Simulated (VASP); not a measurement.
# Y (Fd-3m) in VASP: further runs, part 2 of 2

VASP 6.6.1.

## (3) Single point, PBEsol (34.97 Å³/atom)

This run uses another cell than the first one, of 34.97 Å³/atom.

INCAR

```
ALGO = Normal ; EDIFF = 1E-6
ENCUT = 520 ; GGA = PS
ISIF = 2 ; ISMEAR = -1
LASPH = T ; LCHARG = F
LREAL = F ; LWAVE = F
NBANDS = 18 ; NELM = 100
PREC = Accurate ; SIGMA = 0.1
```

KPOINTS

```
k-points
0
Gamma
  9 9 9
```

POSCAR

```
Y
1.0
    0.0000000000      3.2700537545      3.2700537545
    3.2700537545      0.0000000000      3.2700537545
    3.2700537545      3.2700537545      0.0000000000
Y
2
Direct
    0.1250000000      0.1250000000      0.1250000000
    0.8750000000      0.8750000000      0.8750000000
```

Potentials or basis: VASP PAW PBE potentials, release 64 (Y_sv).

Launch:

```console
$ cat potpaw_PBE.64/Y_sv/POTCAR > POTCAR
$ mpirun -np 1 vasp_std > vasp.out
```

Wall time 82 s (1 thread of Intel Xeon 8259CL, shared host); peak memory 0.23 GiB.

The run converged. Its results:

* Free energy: -9.6386 eV
* Pressure: 1.7 GPa
* Band gap on the k mesh: zero (bands 11 and 12 overlap by 0.82 eV)

Levels at points of the mesh, in eV from the Fermi level:
```tsv
k point	band 9	band 10	band 11	band 12	band 13	band 14
(0.00, 0.00, 0.00)	-3.81	-0.25	-0.25	0.67	0.67	0.67
```

Caveat: the PAW data sets were made with another functional, which shifts forces and pressure a little.

## (4) Single point, PBEsol (36.56 Å³/atom)

This run uses another cell than the first one, of 36.56 Å³/atom.

INCAR

```
PREC     = Accurate       # precision mode
ENCUT    = 520            # plane-wave cutoff, eV
EDIFF    = 1E-6           # SCF threshold, eV
ISMEAR   = -1             # smearing method
SIGMA    = 0.1            # smearing width, eV
LREAL    = False          # projectors in reciprocal space
LASPH    = True           # aspherical terms in the spheres
NELM     = 80             # most SCF steps
ALGO     = Normal         # electronic algorithm
ISIF     = 2              # what is computed and relaxed
LWAVE    = False          # write WAVECAR
LCHARG   = False          # write CHGCAR
GGA      = PS             # functional
NBANDS   = 18             # bands
```

KPOINTS

```
Automatic mesh
0
Gamma
  9 9 9
```

POSCAR

```
Y
1.0
    0.0000000000      3.3188677236      3.3188677236
    3.3188677236      0.0000000000      3.3188677236
    3.3188677236      3.3188677236      0.0000000000
Y
2
Direct
    0.1250000000      0.1250000000      0.1250000000
    0.8750000000      0.8750000000      0.8750000000
```

Potentials or basis: VASP PAW PBE potentials, release 64 (Y_sv).

Launch:

```console
$ cat potpaw_PBE.64/Y_sv/POTCAR > POTCAR
$ mpirun -np 1 vasp_std > vasp.out
```

OUTCAR:

```text
PREC = Accurate
   ENCUT = 520
   EDIFF = 1E-6
   ISMEAR = -1
   LREAL = False
   LASPH = True
   NELM = 80
   ISIF = 2
   GGA = PS

 ion  position               nearest neighbor table
   1  0.125  0.125  0.125-   2 2.87   2 2.87   2 2.87   2 2.87
   2  0.875  0.875  0.875-   1 2.87   1 2.87   1 2.87   1 2.87

  LATTYP: Found a face centered cubic cell.
 ALAT       =     6.6377354472

  Lattice vectors:

 A1 = (   0.0000000000,   3.3188677236,   3.3188677236)
 A2 = (   3.3188677236,   0.0000000000,   3.3188677236)
 A3 = (   3.3188677236,   3.3188677236,   0.0000000000)

Analysis of symmetry for initial positions (statically):
=====================================================================
 Subroutine PRICEL returns:
 Original cell was already a primitive cell.

 Routine SETGRP: Setting up the symmetry group for a
 face centered cubic supercell.

 Subroutine GETGRP returns: Found 48 space group operations
 (whereof 12 operations were pure point group operations)
 out of a pool of 48 trial point group operations.

The static configuration has the point symmetry D_3d.
 The point group associated with its full space group is O_h .
[... 158 lines left out ...]

  energy without entropy =       -9.54318701  energy(sigma->0) =       -9.60565510

 E-fermi :   1.9386     XC(G=0):  -8.9258

 val. band max:        1.9356898241   @ k =   0.3333   0.3333   0.0000
 cond. band min:       1.9456328336   @ k =   0.3333   0.1111   0.0000
 fundamental gap:      0.0099430096
 Fermi energy:         1.9385541126

 k-point     1 :       0.0000    0.0000    0.0000
  band No.  band energies     occupation
      1     -41.1092      2.00000
      2     -40.5942      2.00000
      3     -21.4226      2.00000
      4     -21.4226      2.00000
      5     -21.4226      2.00000
      6     -20.4907      2.00000
[... 481 lines left out ...]
      5     -21.0504      2.00000
      6     -20.8916      2.00000
[... 10 lines left out ...]
     17       5.6932      0.00000
     18       5.6932      0.00000

 [... further k-points ...]

------------------------ aborting loop because EDIFF is reached ----------------------------------------

  FORCE on cell =-STRESS in cart. coord.  units (eV):
  Direction    XX          YY          ZZ          XY          YZ          ZX
  --------------------------------------------------------------------------------------
  -------------------------------------------------------------------------------------
  Total        0.5525507      0.5525507      0.5525507      0.0000000      0.0000000     -0.0000000
  in kB       12.1082924     12.1082924     12.1082924      0.0000000      0.0000000     -0.0000000
  external PRESSURE =      12.1082924 kB  Pullay stress =       0.0000000 kB

 VOLUME and BASIS-vectors are now :
 -----------------------------------------------------------------------------
  energy-cutoff  :      520.00
  volume of cell :       73.11
      direct lattice vectors                 reciprocal lattice vectors
     0.000000000  3.318867724  3.318867724    -0.150653790  0.150653790  0.150653790
     3.318867724  0.000000000  3.318867724     0.150653790 -0.150653790  0.150653790
     3.318867724  3.318867724  0.000000000     0.150653790  0.150653790 -0.150653790

 POSITION                                       TOTAL-FORCE (eV/Angst)
 -----------------------------------------------------------------------------------
      0.82972      0.82972      0.82972        -0.000000     -0.000000     -0.000000
      5.80802      5.80802      5.80802         0.000000      0.000000      0.000000
 -----------------------------------------------------------------------------------
    total drift:                                0.000000      0.000000      0.000000

  FREE ENERGIE OF THE ION-ELECTRON SYSTEM (eV)
  ---------------------------------------------------
  free  energy   TOTEN  =        -9.6681231873 eV

  energy  without entropy=       -9.5431870095  energy(sigma->0) =       -9.60565510
```

OSZICAR:

```text
N       E                     dE             d eps       ncg     rms          rms(c)
DAV:   1     0.919860916016E+02    0.91986E+02   -0.11184E+04  1260   0.114E+03
DAV:   2    -0.216653705934E+01   -0.94153E+02   -0.92409E+02  1596   0.260E+02
DAV:   3    -0.969874164011E+01   -0.75322E+01   -0.73119E+01  2258   0.429E+01
DAV:   4    -0.993381801750E+01   -0.23508E+00   -0.23341E+00  1592   0.760E+00
DAV:   5    -0.994029944388E+01   -0.64814E-02   -0.64742E-02  1704   0.104E+00    0.188E+01
DAV:   6    -0.966135399107E+01    0.27895E+00   -0.61605E-01  1348   0.352E+00    0.109E+01
DAV:   7    -0.967085259271E+01   -0.94986E-02   -0.63151E-01  1976   0.327E+00    0.169E+00
DAV:   8    -0.966845065167E+01    0.24019E-02   -0.91513E-02  1512   0.165E+00    0.508E-01
DAV:   9    -0.966825366477E+01    0.19699E-03   -0.50405E-03  1480   0.426E-01    0.176E-01
DAV:  10    -0.966812402836E+01    0.12964E-03   -0.74080E-04  1754   0.188E-01    0.265E-02
DAV:  11    -0.966812752884E+01   -0.35005E-05   -0.13262E-04  1890   0.629E-02    0.267E-02
DAV:  12    -0.966812347899E+01    0.40498E-05   -0.17395E-05  1348   0.309E-02    0.348E-03
DAV:  13    -0.966812318727E+01    0.29172E-06   -0.93156E-07   842   0.651E-03
   1 F= -.96681232E+01 E0= -.96056551E+01  d E =-.124936E+00
```

It took 82 s on 1 thread of Intel Xeon 8259CL, shared host; peak memory 0.23 GiB.

Results:

| Item | Value |
| --- | --- |
| Free energy | -9.6681 eV |
| Pressure | 1.2 GPa |
| Band gap on the k mesh | zero (bands 11 and 12 overlap by 0.68 eV) |

Caveat: the PAW data sets were made with another functional, which shifts forces and pressure a little.

## (5) Single point, PBEsol (38.15 Å³/atom)

This run uses another cell than the first one, of 38.15 Å³/atom.

INCAR

```
  PREC = Accurate
  ENCUT = 520
  EDIFF = 1E-6
  ISMEAR = -1
  SIGMA = 0.1
  LREAL = False
  LASPH = True
  NELM = 100
  ALGO = Normal
  ISIF = 2
  LWAVE = False
  LCHARG = True
  GGA = PS
  LELF = True
  LVHAR = True
  NBANDS = 18
```

KPOINTS is that of step 4.

POSCAR

```
Y
1.0
    0.0000000000      3.3662865262      3.3662865262
    3.3662865262      0.0000000000      3.3662865262
    3.3662865262      3.3662865262      0.0000000000
Y
2
Direct
    0.1250000000      0.1250000000      0.1250000000
    0.8750000000      0.8750000000      0.8750000000
```

Launch:

```console
$ cat potpaw_PBE.64/Y_sv/POTCAR > POTCAR
$ mpirun -np 1 vasp_std > vasp.out
```

It took 89 s on 1 thread of Intel Xeon 8259CL, shared host; peak memory 0.23 GiB.

Results (log left out):

- Free energy: -9.6869 eV
- Pressure: 0.6 GPa
- Band gap on the k mesh: zero (bands 11 and 12 overlap by 0.67 eV)

Levels at points of the mesh, in eV from the Fermi level:
```tsv
k point	band 7	band 8	band 9	band 10	band 11	band 12	band 13	band 14	band 15	band 16
(0.00, 0.00, 0.00)	-22.52	-22.52	-3.75	-0.14	-0.14	0.59	0.59	0.59	2.32	2.32
```

Caveat: the PAW data sets were made with another functional, which shifts forces and pressure a little.

## (6) Single point, PBEsol (39.74 Å³/atom)

INCAR

```
PREC = Accurate
ENCUT = 520
EDIFF = 1E-6
ISMEAR = -1
SIGMA = 0.1
LREAL = False
LASPH = True
NELM = 100
ALGO = Normal
ISIF = 2
LWAVE = False
LCHARG = True
GGA = PS
LELF = True
LVHAR = True
NBANDS = 18
```

KPOINTS

```
regular mesh
0
Gamma
  9 9 9
```

POSCAR

```
Y
1.0
    0.0000000000      3.4124057712      3.4124057712
    3.4124057712      0.0000000000      3.4124057712
    3.4124057712      3.4124057712      0.0000000000
Y
2
Direct
    0.1250000000      0.1250000000      0.1250000000
    0.8750000000      0.8750000000      0.8750000000
```

Potentials or basis: VASP PAW PBE potentials, release 64 (Y_sv).

Launch:

```console
$ cat potpaw_PBE.64/Y_sv/POTCAR > POTCAR
$ mpirun -np 1 vasp_std > vasp.out
```

Run time: 79 s. Hardware: 1 thread of Intel Xeon 8259CL, shared host; peak memory 0.24 GiB.

The run converged. Its results:

```
Free energy            : -9.6941 eV
Pressure               : 0.1 GPa
Band gap on the k mesh : zero (bands 11 and 12 overlap by 0.65 eV)
```

Levels at points of the mesh, in eV from the Fermi level:
```csv
k point,band 9,band 10,band 11,band 12,band 13,band 14
"(0.00, 0.00, 0.00)",-3.73,-0.10,-0.10,0.54,0.54,0.54
```

Caveat: the PAW data sets were made with another functional, which shifts forces and pressure a little.

## (7) Overview

| cell | k mesh | gap on the mesh (eV) | pressure (GPa) |
| --- | --- | --- | --- |
| a = 4.826 Å, angles 60.0°, 2 atoms | 8 × 8 × 8 | none | 0.0 |
| a = 4.625 Å, angles 60.0°, 2 atoms | 9 × 9 × 9 | none | 1.7 |
| a = 4.694 Å, angles 60.0°, 2 atoms | 9 × 9 × 9 | none | 1.2 |
| a = 4.761 Å, angles 60.0°, 2 atoms | 9 × 9 × 9 | none | 0.6 |
| a = 4.826 Å, angles 60.0°, 2 atoms | 9 × 9 × 9 | none | 0.1 |

Alike in all rows: task single point; level PBEsol; potentials or basis VASP PAW PBE potentials, release 64 (Y_sv); no spin polarisation; cutoff (eV) 520; smearing fermi-dirac 0.1 eV.

Caveats: the PAW data sets were made with another functional, which shifts forces and pressure a little.

Absolute energies hang on the potentials; compare differences alone.
